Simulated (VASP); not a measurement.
# Pt (Fm-3m) in VASP: further runs, part 2 of 2

VASP 6.6.1.

### Step 5. Single point, PBE

INCAR reads:

```
SYSTEM = Pt
PREC     = Accurate       ! precision mode
ENCUT    = 520            ! plane-wave cutoff, eV
EDIFF    = 1E-6           ! SCF threshold, eV
ISMEAR   = 0              ! smearing method
SIGMA    = 0.1            ! smearing width, eV
LREAL    = .FALSE.        ! projectors in reciprocal space
LASPH    = .TRUE.         ! aspherical terms in the spheres
NELM     = 80             ! most SCF steps
ALGO     = Normal         ! electronic algorithm
ISIF     = 2              ! what is computed and relaxed
LWAVE    = .FALSE.        ! write WAVECAR
LCHARG   = .FALSE.        ! write CHGCAR
GGA      = PE             ! functional
NBANDS   = 11             ! bands
```

KPOINTS reads:

```
Automatic mesh
0
G
  18 18 18
  0 0 0
```

POSCAR reads:

```
Pt
1.0
    0.0000000000      1.9850569784      1.9850569784
    1.9850569784      0.0000000000      1.9850569784
    1.9850569784      1.9850569784      0.0000000000
Pt
1
Direct
    0.0000000000      0.0000000000      0.0000000000
```

Potentials or basis: VASP PAW PBE potentials, release 64 (Pt).

Started as:

```bash
$ cat potpaw_PBE.64/Pt/POTCAR > POTCAR
$ mpirun -np 1 vasp_std > vasp.out
```

OUTCAR:

```text
SYSTEM = Pt
   PREC = Accurate
   ENCUT = 520
   EDIFF = 1E-6
   ISMEAR = 0
   LREAL = .FALSE.
   LASPH = .TRUE.
   NELM = 80
   ISIF = 2
   GGA = PE

 ion  position               nearest neighbor table
   1  0.000  0.000  0.000-

  LATTYP: Found a face centered cubic cell.
 ALAT       =     3.9701139568

  Lattice vectors:

 A1 = (   0.0000000000,   1.9850569784,   1.9850569784)
 A2 = (   1.9850569784,   0.0000000000,   1.9850569784)
 A3 = (   1.9850569784,   1.9850569784,   0.0000000000)

Analysis of symmetry for initial positions (statically):
[... 507 lines left out ...]
      5       8.8560      2.00000
      6       9.4944      2.00000
      7      24.0522      0.00000
      8      27.0415      0.00000
      9      31.2551      0.00000
     10      32.7695      0.00000
     11      33.9727      0.00000

 [... further k-points ...]
[... 5 lines left out ...]
  --------------------------------------------------------------------------------------
  -------------------------------------------------------------------------------------
  Total       -0.0478647     -0.0478647     -0.0478647      0.0000000     -0.0000000     -0.0000000
  in kB       -4.9020451     -4.9020451     -4.9020451      0.0000000     -0.0000000     -0.0000000
  external PRESSURE =      -4.9020451 kB  Pullay stress =       0.0000000 kB

 VOLUME and BASIS-vectors are now :
 -----------------------------------------------------------------------------
  energy-cutoff  :      520.00
  volume of cell :       15.64
      direct lattice vectors                 reciprocal lattice vectors
     0.000000000  1.985056978  1.985056978    -0.251881939  0.251881939  0.251881939
     1.985056978  0.000000000  1.985056978     0.251881939 -0.251881939  0.251881939
     1.985056978  1.985056978  0.000000000     0.251881939  0.251881939 -0.251881939

 POSITION                                       TOTAL-FORCE (eV/Angst)
 -----------------------------------------------------------------------------------
      0.00000      0.00000      0.00000         0.000000      0.000000      0.000000
 -----------------------------------------------------------------------------------
    total drift:                               -0.000000      0.000000     -0.000000

  FREE ENERGIE OF THE ION-ELECTRON SYSTEM (eV)
  ---------------------------------------------------
  free  energy   TOTEN  =        -6.1000465281 eV

  energy  without entropy=       -6.0887717227  energy(sigma->0) =       -6.09440913
```

OSZICAR:

```text
N       E                     dE             d eps       ncg     rms          rms(c)
DAV:   1     0.396612760137E+02    0.39661E+02   -0.53687E+03  4394   0.843E+02
DAV:   2    -0.587495291712E+01   -0.45536E+02   -0.43546E+02  4980   0.175E+02
DAV:   3    -0.648028192274E+01   -0.60533E+00   -0.60214E+00  4973   0.193E+01
DAV:   4    -0.648267935521E+01   -0.23974E-02   -0.23972E-02  4976   0.144E+00
DAV:   5    -0.648269932277E+01   -0.19968E-04   -0.19967E-04  5013   0.123E-01    0.116E+01
DAV:   6    -0.613769946218E+01    0.34500E+00   -0.82969E-01  4614   0.717E+00    0.612E+00
DAV:   7    -0.610325130510E+01    0.34448E-01   -0.13123E-01  4956   0.278E+00    0.248E+00
DAV:   8    -0.610027379987E+01    0.29775E-02   -0.56913E-03  4650   0.640E-01    0.570E-01
DAV:   9    -0.610004436308E+01    0.22944E-03   -0.22753E-04  4794   0.128E-01    0.500E-02
DAV:  10    -0.610004671669E+01   -0.23536E-05   -0.54168E-06  5277   0.178E-02    0.667E-03
DAV:  11    -0.610004652806E+01    0.18863E-06   -0.33911E-08  2586   0.182E-03
   1 F= -.61000465E+01 E0= -.60944091E+01  d E =-.112748E-01
```

Run time: 9.3 s. Hardware: 1 thread of Intel Xeon 6975P-C (Granite Rapids), shared host; peak memory 0.16 GiB.

What came out:

```yaml
Free_energy: -6.1000 eV
Pressure: -0.5 GPa
Band_gap_on_the_k_mesh: zero (band 5 reaches 11.03 eV, above the bottom of band 6 at 8.94 eV)
```

Caveat: spin-orbit coupling is left out, which moves the levels of the heavy elements.

### Step 6. Relaxation of cell and atoms, PBE

This run uses another cell than the first one, of 15.61 Å³/atom, 0.998 times its volume.

INCAR reads:

```
PREC = Accurate
ENCUT = 600
EDIFF = 1E-6
ISMEAR = 0
SIGMA = 0.1
LREAL = F
LASPH = T
NELM = 100
ALGO = Fast
ISIF = 3
LWAVE = F
LCHARG = F
GGA = PE
IBRION = 2
NSW = 100
EDIFFG = -0.005
```

KPOINTS reads:

```
Automatic mesh
0
Gamma
  18 18 18
```

POSCAR reads:

```
Pt
1.0
    0.0000000000      1.9836410160      1.9836410160
    1.9836410160      0.0000000000      1.9836410160
    1.9836410160      1.9836410160      0.0000000000
Pt
1
Direct
    0.0000000000      0.0000000000      0.0000000000
```

Potentials or basis: VASP PAW PBE potentials, release 64 (Pt).

Started as:

```bash
$ cat potpaw_PBE.64/Pt/POTCAR > POTCAR
$ mpirun -np 1 vasp_std > vasp.out
```

Run time: 18 s. Hardware: 1 thread of Intel Xeon 6975P-C (Granite Rapids), shared host; peak memory 0.17 GiB.

It converged, with:

* Free energy: -6.1002 eV
* Relaxed volume: 15.62 Å³/atom
* Relaxed cell: a = 2.806 Å, b = 2.806 Å, c = 2.806 Å, α = 60.00°, β = 60.00°, γ = 60.00°
* Space group after relaxing (to 0.05 Å): Fm-3m (No. 225)
* Energy gained by relaxing: 0.0 meV/atom
* Ionic steps: 3
* Pressure after relaxing: 0.0 GPa
* Band gap on the k mesh: zero (band 5 reaches 11.06 eV, above the bottom of band 6 at 8.96 eV)

Final structure:
```cif
data_structure
_symmetry_space_group_name_H-M 'P 1'
_symmetry_Int_Tables_number 1
_cell_length_a 2.8056
_cell_length_b 2.8056
_cell_length_c 2.8056
_cell_angle_alpha 60.000
_cell_angle_beta 60.000
_cell_angle_gamma 60.000
_cell_volume 15.62
loop_
_atom_site_label
_atom_site_type_symbol
_atom_site_fract_x
_atom_site_fract_y
_atom_site_fract_z
_atom_site_occupancy
Pt1 Pt 0.00000 0.00000 0.00000 1
```

Levels at points of the mesh, in eV from the Fermi level:
```
           k point  band 1  band 2  band 3  band 4  band 5  band 6  band 7  band 8  band 9
(0.00, 0.00, 0.00)   -9.83   -3.58   -3.58   -3.58   -1.55   -1.55   14.73   19.50   19.50
(0.50, 0.00, 0.00)   -6.97   -3.64   -3.64   -0.33    0.03    0.03    5.58   14.29   18.74
(0.50, 0.50, 0.00)   -6.70   -6.26    0.00    0.45    0.45    1.85    8.51   11.28   11.28
```

Caveat: spin-orbit coupling is left out, which moves the levels of the heavy elements.

### Step 7. Overview

| task | cell | k mesh | cutoff (eV) | gap on the mesh (eV) | pressure (GPa) |
| --- | --- | --- | --- | --- | --- |
| single point | a = 2.807 Å, angles 60.0°, 1 atom | 18 × 18 × 18 | 520 | none | -0.5 |
| relaxation of cell and atoms | relaxed from a = 2.805 Å, angles 60.0°, 1 atom | 18 × 18 × 18 | 600 | none | 0.0 |
| single point | a = 2.805 Å, angles 60.0°, 1 atom | 8 × 8 × 8 | 520 | none | -0.7 |

Alike in all rows: level PBE; potentials or basis VASP PAW PBE potentials, release 64 (Pt); no spin polarisation; smearing gaussian 0.1 eV.

Caveats: spin-orbit coupling is left out, which moves the levels of the heavy elements.

Absolute energies hang on the potentials; compare differences alone.
